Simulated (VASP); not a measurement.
SnSe, a slab with vacuum:

```xyz
4
Lattice="4.2566 0.0000 0.0000 0.0000 4.2566 0.0000 0.0000 0.0000 10.9169" Properties=species:S:1:pos:R:3 pbc="T T T"
Sn    0.0000    2.1283    6.8533
Sn    2.1283    0.0000    4.0636
Se    0.0000    2.1283    4.1917
Se    2.1283    0.0000    6.7253
```

Base run:

```yaml
Program: VASP 6.6.1
Functional: r2SCAN
Potentials_or_basis: VASP PAW PBE potentials, release 64 (Sn_d, Se)
Cutoff: 520 eV
k_mesh: 6 × 6 × 3
Occupations: fermi-dirac, width 0.05 eV
Spin: no spin polarisation
```

Its results: band gap on the k mesh 1.75 eV, direct; largest force 0.165 eV/Å.

Problem. The run is repeated on the same cell with these changes: functional from r2SCAN to LDA; potentials or basis from VASP PAW PBE potentials, release 64 (Sn_d, Se) to VASP PAW LDA potentials, release 64 (Sn_d, Se). What comes out?

Solution. Band gap on the k mesh 1.43 eV, direct; largest force 0.089 eV/Å.

Caveats: spin-orbit coupling is left out, which moves the levels of the heavy elements; the PAW data sets were made with another functional, which shifts forces and pressure a little (some runs).

A k mesh can miss the band edges.
